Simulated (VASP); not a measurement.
A run of VASP 6.6.1:

Contents of INCAR:

```
SYSTEM = In3Sb
ALGO     = Normal         ! electronic algorithm
EDIFF    = 1E-7           ! SCF threshold, eV
EDIFFG   = -0.03          ! ionic threshold
ENCUT    = 500            ! plane-wave cutoff, eV
GGA      = PS             ! functional
GGA_COMPAT= .False.      
IBRION   = 2              ! ionic algorithm
ISIF     = 3              ! what is computed and relaxed
ISMEAR   = 0              ! smearing method
LASPH    = .True.         ! aspherical terms in the spheres
LCHARG   = .False.        ! write CHGCAR
LREAL    = .False.        ! projectors in reciprocal space
LWAVE    = .False.        ! write WAVECAR
NELM     = 120            ! most SCF steps
NELMIN   = 4            
NSW      = 60             ! ionic steps
PREC     = Accurate       ! precision mode
PSTRESS  = 200.0        
SIGMA    = 0.01           ! smearing width, eV
```

KPOINTS

```
k-points
0
Gamma
  5 5 5
  0 0 0
```

Contents of POSCAR:

```
In3Sb
1.0
    0.0000000000      3.8400000000      3.8400000000
    3.8400000000      0.0000000000      3.8400000000
    3.8400000000      3.8400000000      0.0000000000
Sb In
1 3
Direct
    0.0000000000      0.0000000000      0.0000000000
    0.5000000000      0.5000000000      0.5000000000
    0.2500000000      0.2500000000      0.2500000000
    0.7500000000      0.7500000000      0.7500000000
```

Potentials or basis: VASP PAW PBE potentials, release 64 (Sb, In_d).

Command:

```bash
$ cat potpaw_PBE.64/Sb/POTCAR potpaw_PBE.64/In_d/POTCAR > POTCAR
$ mpirun -np 1 vasp_std > vasp.out
```

Hardware: 1 thread of AMD EPYC 9R45 96-Core Processor (Zen 5) (shared host).

Question: How long does it take, and how much memory?

Answer: Wall time 94 s on 1 thread of AMD EPYC 9R45 96-Core Processor (Zen 5) (shared host), peak memory 0.22 GiB. Counts: scf iterations 61, k points 10, ion steps 5.
